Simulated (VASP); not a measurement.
CuAu, 2 atoms in the cell. It takes space group P4/mmm (No. 123, tetragonal). The conventional cell has a = 2.773 Å, b = 2.773 Å, c = 3.635 Å, α = 90.00°, β = 90.00°, γ = 90.00°. Au (site symmetry 4/mmm) has 8 Cu at 2.67 Å and 4 Au at 2.77 Å within 3.5 Å. Cu (site symmetry 4/mmm) has 8 Au at 2.67 Å and 4 Cu at 2.77 Å within 3.5 Å. 

```yaml
Program: VASP 6.6.1
Task: single point
Functional: LDA
Potentials_or_basis: VASP PAW LDA potentials, release 64 (Au, Cu)
Cutoff: 520 eV
k_mesh: 9 × 9 × 7
Occupations: fermi-dirac, width 0.05 eV
Spin: no spin polarisation
Dipole_correction: no
Further_INCAR_settings: ALGO = Normal; EDIFF = 1e-06; NBANDS = 18
```

Potentials or basis: VASP PAW LDA potentials, release 64 (Au, Cu).

Launch:

```console
$ cat potpaw_LDA.64/Au/POTCAR potpaw_LDA.64/Cu/POTCAR > POTCAR
$ mpirun -np 1 vasp_std > vasp.out
```

Hardware: 1 thread of AMD EPYC 7R43 64-Core Processor (Zen 3) (shared host).

Q: How long does it take, and how much memory?

A: Run time: 30 s on 1 thread of AMD EPYC 7R43 64-Core Processor (Zen 3), on a shared host, peak memory 0.12 GiB. Counts: scf iterations 13, k points 60.
